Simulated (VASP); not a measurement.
Al4B3P: relaxation of cell and atoms with PBE

Al4B3P:

```
CELL_PARAMETERS angstrom
3.50915 0.00000 0.00000
-1.75458 3.03902 0.00000
0.00000 0.00000 9.62881
ATOMIC_POSITIONS crystal
Al 0.66667 0.33333 0.33353
Al 0.66667 0.33333 0.87499
Al 0.33333 0.66667 0.66647
Al 0.33333 0.66667 0.12501
B 0.00000 0.00000 0.00000
B 0.00000 0.00000 0.81940
B 0.00000 0.00000 0.18060
P 0.00000 0.00000 0.50000
```

The cell was generated, and may not be a known phase.

| Property | Result |
| --- | --- |
| Program | VASP 6.6.1 |
| Task | relaxation of cell and atoms |
| Functional | PBE |
| Potentials or basis | VASP PAW PBE potentials, release 64 (Al, B, P) |
| Cutoff | 600 eV |
| k mesh | 12 × 12 × 4 |
| Occupations | gaussian, width 0.1 eV |
| Spin | no spin polarisation |
| Dipole correction | no |
| Further INCAR settings | ALGO = Normal; EDIFF = 1e-06; IBRION = 2; EDIFFG = -0.01; NSW = 100; ISIF = 3 |

```
Relaxed volume                        : 12.80 Å³/atom
Relaxed cell                          : a = 3.508 Å, b = 3.508 Å, c = 9.607 Å, α = 90.00°, β = 90.00°, γ = 120.00°
Space group after relaxing (to 0.1 Å) : P-3m1 (No. 164)
Energy gained by relaxing             : 0.4 meV/atom
Ionic steps                           : 8
Pressure after relaxing               : 0.0 GPa
Largest force after relaxing          : 0.007 eV/Å
Band gap on the k mesh                : zero (bands 13 and 14 overlap by 3.18 eV)
```

Forces on the atoms (eV/Å):
```
Al   0.000  0.000  0.000
Al   0.000  0.000 -0.006
Al   0.000  0.000  0.000
Al   0.000  0.000  0.006
B    0.000  0.000  0.000
B    0.000  0.000  0.007
B    0.000  0.000 -0.007
P    0.000  0.000  0.000
```

Step by step:
```tsv
step	energy change (eV)	largest force (eV/Å)	pressure (GPa)	volume (Å³)
1	0.0000	0.1226	-0.40	102.69
2	-0.0016	0.0722	0.17	102.21
3	-0.0016	0.0646	0.26	102.14
4	-0.0024	0.0268	0.12	102.26
5	-0.0027	0.0282	-0.02	102.38
6	-0.0029	0.0207	0.01	102.38
7	-0.0029	0.0211	0.01	102.38
8	-0.0029	0.0072	0.01	102.40
```

Final structure:
```cif
data_structure
_symmetry_space_group_name_H-M 'P 1'
_symmetry_Int_Tables_number 1
_cell_length_a 3.5083
_cell_length_b 3.5083
_cell_length_c 9.6066
_cell_angle_alpha 90.000
_cell_angle_beta 90.000
_cell_angle_gamma 120.000
_cell_volume 102.40
loop_
_atom_site_label
_atom_site_type_symbol
_atom_site_fract_x
_atom_site_fract_y
_atom_site_fract_z
_atom_site_occupancy
Al1 Al 0.66667 0.33333 0.33548 1
Al2 Al 0.66667 0.33333 0.87409 1
Al3 Al 0.33333 0.66667 0.66452 1
Al4 Al 0.33333 0.66667 0.12591 1
B1 B 0.00000 0.00000 0.00000 1
B2 B 0.00000 0.00000 0.81918 1
B3 B 0.00000 0.00000 0.18082 1
P1 P 0.00000 0.00000 0.50000 1
```

Levels at points of the mesh, in eV from the Fermi level:
| k point | band 10 | band 11 | band 12 | band 13 | band 14 | band 15 | band 16 | band 17 |
| --- | --- | --- | --- | --- | --- | --- | --- | --- |
| (0.00, 0.00, 0.00) | -0.26 | 0.27 | 0.27 | 0.93 | 2.96 | 3.40 | 3.40 | 3.69 |
| (0.50, 0.00, 0.00) | -2.80 | -1.92 | -1.46 | -1.03 | -0.40 | 0.40 | 1.86 | 1.92 |
| (0.00, 0.00, 0.50) | -0.49 | 0.62 | 0.62 | 1.59 | 3.31 | 3.31 | 3.40 | 3.65 |
| (0.50, 0.00, 0.50) | -3.01 | -2.27 | -1.35 | -0.91 | 0.33 | 0.45 | 1.29 | 1.78 |

Wall time 3 min on 1 thread of Intel(R) Xeon(R) 6975P-C (Granite Rapids) (shared host), peak memory 0.34 GiB.
